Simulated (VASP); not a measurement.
# P (P2/m) in VASP: further runs

The runs below take P through single point, with PBE.

All numbers are computed with VASP 6.6.1; they aren't measurements. Logs are shortened: lines on timing, memory, paths and dates and some standing lists are left out, and cuts for length are marked.

## 1. The cell of the first run

The structure is monoclinic, space group P2/m (No. 10). Conventional cell: a = 2.425 Å, b = 2.439 Å, c = 4.852 Å, α = 90.00°, β = 90.24°, γ = 90.00°. P (site symmetry m) has 6 P at 2.42 to 2.44 Å within 3.2 Å.

This isn't the form of P at room conditions, which is orthorhombic.

## 2. Single point, PBE

Input file INCAR:

```
SYSTEM = P
  PREC = Accurate
  ENCUT = 520
  EDIFF = 1E-6
  ISMEAR = 0
  SIGMA = 0.1
  LREAL = .FALSE.
  LASPH = .TRUE.
  NELM = 100
  ALGO = Normal
  ISIF = 2
  LWAVE = .FALSE.
  LCHARG = .FALSE.
  GGA = PE
  NBANDS = 12
```

Input file KPOINTS:

```
Automatic mesh
0
G
  6 6 4
  0 0 0
```

Input file POSCAR:

```
P
1.0
    2.4246941115      0.0000000000      0.0000000000
    0.0000000000      2.4385351442      0.0000000000
   -0.0203144631      0.0000000000      4.8524328982
P
2
Direct
    0.9999999700      0.0000000000      0.2505746400
    0.0000000300      0.0000000000      0.7494253600
```

Potentials or basis: VASP PAW PBE potentials, release 64 (P).

Started as:

```bash
$ cat potpaw_PBE.64/P/POTCAR > POTCAR
$ mpirun -np 1 vasp_std > vasp.out
```

OUTCAR:

```text
SYSTEM = P
   PREC = Accurate
   ENCUT = 520
   EDIFF = 1E-6
   ISMEAR = 0
   LREAL = .FALSE.
   LASPH = .TRUE.
   NELM = 100
   ISIF = 2
   GGA = PE

 ion  position               nearest neighbor table
   1  1.000  0.000  0.251-   2 2.42   2 2.43
   2  0.000  0.000  0.749-   1 2.42   1 2.43

  LATTYP: Found a simple monoclinic cell.
 ALAT       =     2.4246941115
 B/A-ratio  =     1.0057083624
 C/A-ratio  =     2.0012732318
 COS(beta)  =    -0.0041864124

  Lattice vectors:

 A1 = (   2.4246941115,   0.0000000000,   0.0000000000)
 A2 = (   0.0000000000,   2.4385351442,   0.0000000000)
 A3 = (  -0.0203144631,   0.0000000000,   4.8524328982)

Analysis of symmetry for initial positions (statically):
=====================================================================
 Subroutine PRICEL returns:
 Original cell was already a primitive cell.

 Routine SETGRP: Setting up the symmetry group for a
 simple monoclinic supercell.

 Subroutine GETGRP returns: Found  4 space group operations
 (whereof  4 operations were pure point group operations)
 out of a pool of  4 trial point group operations.

The static configuration has the point symmetry C_2h.

Analysis of symmetry for dynamics (positions and initial velocities):
=====================================================================
 Subroutine PRICEL returns:
 Original cell was already a primitive cell.

 Routine SETGRP: Setting up the symmetry group for a
 simple monoclinic supercell.

 Subroutine GETGRP returns: Found  4 space group operations
 (whereof  4 operations were pure point group operations)
 out of a pool of  4 trial point group operations.

The dynamic configuration has the point symmetry C_2h.

 Subroutine INISYM returns: Found  4 space group operations
 (whereof  4 operations are pure point group operations),
 and found     1 'primitive' translations

----------------------------------------------------------------------------------------

                                     Primitive cell

  volume of cell :      28.6910

  direct lattice vectors                    reciprocal lattice vectors
     2.424694112  0.000000000  0.000000000     0.412423157  0.000000000  0.001726589
     0.000000000  2.438535144  0.000000000     0.000000000  0.410082259  0.000000000
    -0.020314463  0.000000000  4.852432898     0.000000000  0.000000000  0.206082190

  length of vectors
[... 91 lines left out ...]
   TEBEG  =    0.0;   TEEND  =   0.0 temperature during run
   PSTRESS=    0.0 pullay stress
   NELECT =      10.0000    total number of electrons
   NUPDOWN=      -1.0000    fix difference up-down
   EMIN   =  10.00;   EMAX   =-10.00  energy-range for DOS
   EFERMI =   0.00;   METHOD = LEGACY
   ISMEAR =     0;   SIGMA  =   0.10  broadening in eV -4-tet -1-fermi 0-gaus
   EFERMI_NEDOS =   21; number of points for ismear=-14 and -15
   IALGO  =     38    algorithm
   IMIX   =      4    mixing-type and parameters
     AMIX     =   0.40;   BMIX     =  1.00
     AMIX_MAG =   1.60;   BMIX_MAG =  1.00
  volume/ion in A,a.u.               =      14.35        96.81
  Fermi-wavevector in a.u.,A,eV,Ry     =   1.152107  2.177167 18.059715  1.327352
  Thomas-Fermi vector in A             =   2.288761
   LORBIT       =      0    0 simple, 1 ext, 2 COOP (PROOUT), +10 PAW based schemes
   GGA     = PE    functional components
   LHFCALC =     F    Hartree Fock is set to
   AEXX    =    0.0000 exact exchange contribution
   IVDW    =     0    specifies the selected vdW correction
   LEPSILON=     F    determine dielectric tensor
   LRPA    =     F    only Hartree local field effects (RPA)
 non-spin polarized calculation
 Gauss-broadening in eV      SIGMA  =   0.10
  energy-cutoff  :      520.00
  volume of cell :       28.69
 maximum number of plane-waves:       791
   NGX =  9   NGY =  9   NGZ = 19

 number of electron      10.0000000 magnetization

 number of electron       9.9999996 magnetization

 Free energy of the ion-electron system (eV)
  ---------------------------------------------------
  ext. energy  EPLUGINS =         0.00000000
  ---------------------------------------------------
  free energy    TOTEN  =       -10.58843671 eV

  energy without entropy =      -10.58412654  energy(sigma->0) =      -10.58628162

 E-fermi :   9.8255     XC(G=0): -11.3420

 val. band max:        9.8064107089   @ k =  -0.1667   0.1667   0.2500
 cond. band min:      10.2785896678   @ k =   0.0000   0.5000   0.5000
 fundamental gap:      0.4721789589
 Fermi energy:         9.8254595196

 k-point     1 :       0.0000    0.0000    0.0000
  band No.  band energies     occupation
      1      -6.7935      2.00000
      2      -2.3662      2.00000
      3       1.0637      2.00000
      4      14.8097      0.00000
      5      15.0166      0.00000
      6      15.0576      0.00000
      7      16.6102      0.00000
      8      16.6750      0.00000
      9      17.7169      0.00000
     10      17.9509      0.00000
     11      19.2423      0.00000
     12      24.3075      0.00000
[... 331 lines left out ...]
 k-point    24 :       0.1667    0.1667    0.2500
  band No.  band energies     occupation
      1      -5.1567      2.00000
      2      -2.4492      2.00000
      3       4.2296      2.00000
      4       9.7954      1.32909
      5      10.6600      0.00000
      6      11.8277      0.00000
      7      13.1153      0.00000
      8      14.1557      0.00000
      9      20.6630      0.00000
     10      21.0934      0.00000
     11      23.2799      0.00000
     12      24.5578      0.00000

 [... further k-points ...]

------------------------ aborting loop because EDIFF is reached ----------------------------------------

  FORCE on cell =-STRESS in cart. coord.  units (eV):
  Direction    XX          YY          ZZ          XY          YZ          ZX
  --------------------------------------------------------------------------------------
  -------------------------------------------------------------------------------------
  Total       -0.0490668     -0.0443547      1.2283578      0.0000000      0.0000000      0.0706931
  in kB       -2.7400148     -2.4768761     68.5946041      0.0000000      0.0000000      3.9476804
  external PRESSURE =      21.1259044 kB  Pullay stress =       0.0000000 kB

 VOLUME and BASIS-vectors are now :
 -----------------------------------------------------------------------------
  energy-cutoff  :      520.00
  volume of cell :       28.69
      direct lattice vectors                 reciprocal lattice vectors
     2.424694112  0.000000000  0.000000000     0.412423157  0.000000000  0.001726589
     0.000000000  2.438535144  0.000000000     0.000000000  0.410082259  0.000000000
    -0.020314463  0.000000000  4.852432898     0.000000000  0.000000000  0.206082190

 POSITION                                       TOTAL-FORCE (eV/Angst)
 -----------------------------------------------------------------------------------
      2.41960      0.00000      1.21590        -0.000017      0.000000     -0.047955
     -0.01522      0.00000      3.63654         0.000017      0.000000      0.047955
 -----------------------------------------------------------------------------------
    total drift:                               -0.000000      0.000000     -0.000000

  FREE ENERGIE OF THE ION-ELECTRON SYSTEM (eV)
  ---------------------------------------------------
  free  energy   TOTEN  =       -10.5884367066 eV

  energy  without entropy=      -10.5841265408  energy(sigma->0) =      -10.58628162
```

OSZICAR:

```text
N       E                     dE             d eps       ncg     rms          rms(c)
DAV:   1     0.184098102893E+02    0.18410E+02   -0.45604E+03  1344   0.731E+02
DAV:   2    -0.956290690489E+01   -0.27973E+02   -0.26256E+02  1828   0.111E+02
DAV:   3    -0.105780355503E+02   -0.10151E+01   -0.10017E+01  1740   0.194E+01
DAV:   4    -0.105836181233E+02   -0.55826E-02   -0.55819E-02  1552   0.179E+00
DAV:   5    -0.105836569554E+02   -0.38832E-04   -0.38828E-04  1692   0.140E-01    0.669E+00
DAV:   6    -0.105858713528E+02   -0.22144E-02   -0.10590E-03  1564   0.290E-01    0.397E+00
DAV:   7    -0.105881967013E+02   -0.23253E-02   -0.30179E-03  1528   0.485E-01    0.116E-01
DAV:   8    -0.105884143039E+02   -0.21760E-03   -0.14278E-04  1628   0.900E-02    0.230E-02
DAV:   9    -0.105884360497E+02   -0.21746E-04   -0.17830E-05  1504   0.313E-02    0.332E-03
DAV:  10    -0.105884367066E+02   -0.65691E-06   -0.46892E-07  1360   0.500E-03
   1 F= -.10588437E+02 E0= -.10586282E+02  d E =-.431017E-02
```

Run time: 4.9 s. Hardware: 1 thread of Intel Xeon 6975P-C (Granite Rapids), shared host; peak memory 0.13 GiB.

Results:

```yaml
Free_energy: -10.5884 eV
Pressure: 2.1 GPa
Largest_force: 0.048 eV/Å
Band_gap_on_the_k_mesh: zero (bands 5 and 6 overlap by 10.12 eV)
```

Forces on the atoms (eV/Å):
```
P    0.000  0.000 -0.048
P    0.000  0.000  0.048
```

Stress tensor (GPa, compression positive):
```
-0.27  0.00  0.39
 0.00 -0.25  0.00
 0.39  0.00  6.86
```

Caveat: the k points lie up to 0.43 Å⁻¹ apart, too coarse for converged energies and pressures of a metal.

## 3. Single point, PBE

Input file INCAR:

```
ALGO = Normal
EDIFF = 1E-6
ENCUT = 520
GGA = PE
ISIF = 2
ISMEAR = 0
LASPH = True
LCHARG = True
LELF = True
LREAL = False
LVHAR = True
LWAVE = False
NBANDS = 12
NELM = 60
PREC = Accurate
SIGMA = 0.1
```

Input file KPOINTS:

```
k-points
0
Gamma
  8 8 4
```

POSCAR is that of step 2.

Potentials or basis: VASP PAW PBE potentials, release 64 (P).

Started as:

```bash
$ cat potpaw_PBE.64/P/POTCAR > POTCAR
$ mpirun -np 1 vasp_std > vasp.out
```

It took 7.7 s on 1 thread of Intel Xeon 6975P-C (Granite Rapids), shared host; peak memory 0.14 GiB.

Results (log left out):

| Quantity | Value |
| --- | --- |
| Free energy | -10.4857 eV |
| Pressure | 1.9 GPa |
| Largest force | 0.064 eV/Å |
| Band gap on the k mesh | zero (bands 5 and 6 overlap by 10.12 eV) |

Forces on the atoms (eV/Å):
```
P   -0.001  0.000  0.064
P    0.001  0.000 -0.064
```

Stress tensor (GPa, compression positive):
```
 1.38  0.00 -0.68
 0.00  2.73  0.00
-0.68  0.00  1.45
```

Levels at points of the mesh, in eV from the Fermi level:
```csv
k point,band 1,band 2,band 3,band 4,band 5,band 6,band 7,band 8,band 9,band 10
"(0.00, 0.00, 0.00)",-16.56,-12.13,-8.70,5.04,5.25,5.29,6.85,6.91,7.95,8.19
"(0.50, 0.00, 0.00)",-12.12,-8.70,-7.30,-5.27,-5.19,1.01,7.96,8.17,9.48,10.66
"(0.00, 0.50, 0.00)",-12.23,-8.69,-7.43,-5.31,-5.21,1.00,8.08,8.12,9.45,10.81
"(0.50, 0.50, 0.00)",-7.41,-5.31,-5.20,-2.18,-2.11,-2.03,-1.39,1.00,4.68,4.72
"(0.00, 0.00, 0.50)",-15.15,-15.11,-3.03,-2.98,6.13,6.16,6.36,6.40,7.93,7.96
"(0.50, 0.00, 0.50)",-10.70,-10.65,-7.45,-7.42,0.61,0.67,6.12,6.15,8.97,9.00
"(0.00, 0.50, 0.50)",-10.81,-10.77,-7.44,-7.40,0.51,0.57,6.13,6.16,9.12,9.16
"(0.50, 0.50, 0.50)",-6.00,-5.95,-4.14,-4.10,-4.03,-3.99,2.34,2.37,4.70,4.78
```

## 4. Single point, PBE

Input file INCAR:

```
ALGO = Normal
EDIFF = 1E-7
ENCUT = 520
GGA = PE
ISIF = 2
ISMEAR = 0
LASPH = T
LCHARG = T
LELF = T
LREAL = F
LVHAR = T
LWAVE = F
NBANDS = 12
NELM = 60
PREC = Accurate
SIGMA = 0.01
```

Input file KPOINTS:

```
k-points
0
Gamma
  9 9 5
```

POSCAR is that of step 3.

Started as:

```bash
$ cat potpaw_PBE.64/P/POTCAR > POTCAR
$ mpirun -np 1 vasp_std > vasp.out
```

Run time: 11 s. Hardware: 1 thread of Intel Xeon 6975P-C (Granite Rapids), shared host; peak memory 0.14 GiB.

The run converged. Its results:

* Free energy: -10.5624 eV
* Pressure: 2.1 GPa
* Largest force: 0.005 eV/Å
* Band gap on the k mesh: zero (bands 5 and 6 overlap by 8.68 eV)

Forces on the atoms (eV/Å):
```
P    0.003  0.000  0.004
P   -0.003  0.000 -0.004
```

Stress tensor (GPa, compression positive):
```
1.32 0.00 0.22
0.00 0.65 0.00
0.22 0.00 4.33
```

Levels at points of the mesh, in eV from the Fermi level:
| k point | band 2 | band 3 | band 4 | band 5 | band 6 | band 7 | band 8 | band 9 |
| --- | --- | --- | --- | --- | --- | --- | --- | --- |
| (0.00, 0.00, 0.00) | -12.31 | -8.88 | 4.87 | 5.07 | 5.12 | 6.67 | 6.73 | 7.77 |

## 5. Single point, PBE

Input file INCAR:

```
PREC = Accurate
ENCUT = 520
EDIFF = 1E-6
ISMEAR = 0
SIGMA = 0.05
LREAL = F
LASPH = T
NELM = 80
ALGO = Normal
ISIF = 2
LWAVE = F
LCHARG = T
GGA = PE
LELF = T
LVHAR = T
NBANDS = 12
```

Input file KPOINTS:

```
Automatic mesh
0
Gamma
  9 9 5
```

POSCAR is that of step 4.

Started as:

```bash
$ cat potpaw_PBE.64/P/POTCAR > POTCAR
$ mpirun -np 1 vasp_std > vasp.out
```

Wall time 9.5 s (1 thread of Intel Xeon 6975P-C (Granite Rapids), shared host); peak memory 0.14 GiB.

Results (log left out):

- Free energy: -10.5631 eV
- Pressure: 2.1 GPa
- Band gap on the k mesh: zero (bands 5 and 6 overlap by 8.68 eV)

Forces in eV/Å, atoms in the order of the input:
```
P    0.001  0.000  0.002
P   -0.001  0.000 -0.002
```

Stress tensor (GPa, compression positive):
```
1.70 0.00 0.05
0.00 0.55 0.00
0.05 0.00 4.06
```

Levels at points of the mesh, in eV from the Fermi level:
| k point | band 1 | band 2 | band 3 | band 4 | band 5 | band 6 | band 7 | band 8 | band 9 | band 10 |
| --- | --- | --- | --- | --- | --- | --- | --- | --- | --- | --- |
| (0.00, 0.00, 0.00) | -16.73 | -12.30 | -8.87 | 4.87 | 5.08 | 5.12 | 6.67 | 6.74 | 7.78 | 8.02 |

## 6. Single point, PBE

Input file INCAR:

```
SYSTEM = P
PREC = Accurate
ENCUT = 520
EDIFF = 1E-7
ISMEAR = 0
SIGMA = 0.1
LREAL = .FALSE.
LASPH = .TRUE.
NELM = 80
ALGO = Normal
ISIF = 2
LWAVE = .FALSE.
LCHARG = .FALSE.
GGA = PE
NBANDS = 12
```

Input file KPOINTS:

```
regular mesh
0
G
  9 9 5
  0 0 0
```

POSCAR is that of step 5.

Potentials or basis: VASP PAW PBE potentials, release 64 (P).

Started as:

```bash
$ cat potpaw_PBE.64/P/POTCAR > POTCAR
$ mpirun -np 1 vasp_std > vasp.out
```

It took 11 s on 1 thread of Intel Xeon 6975P-C (Granite Rapids), shared host; peak memory 0.14 GiB.

Results (log left out):

* Free energy: -10.5649 eV
* Pressure: 2.1 GPa
* Band gap on the k mesh: zero (bands 5 and 6 overlap by 8.68 eV)

Stress tensor (GPa, compression positive):
```
1.68 0.00 0.01
0.00 0.61 0.00
0.01 0.00 4.00
```

Levels at points of the mesh, in eV from the Fermi level:
```csv
k point,band 3,band 4,band 5,band 6,band 7,band 8
"(0.00, 0.00, 0.00)",-8.87,4.88,5.08,5.12,6.68,6.74
```

## 7. Summary

```csv
k mesh,smearing,gap on the mesh (eV),pressure (GPa),largest force (eV/Å)
6 × 6 × 4,gaussian 0.1 eV,none,2.1,0.05
8 × 8 × 4,gaussian 0.1 eV,none,1.9,0.06
9 × 9 × 5,gaussian 0.01 eV,none,2.1,-
9 × 9 × 5,gaussian 0.05 eV,none,2.1,-
9 × 9 × 5,gaussian 0.1 eV,none,2.1,-
```

Alike in all rows: task single point; level PBE; potentials or basis VASP PAW PBE potentials, release 64 (P); no spin polarisation; cell as given; cutoff (eV) 520.

Caveats: some runs use coarse meshes.

Total energies depend on the potentials used, so only differences within one code and one set of settings carry meaning.
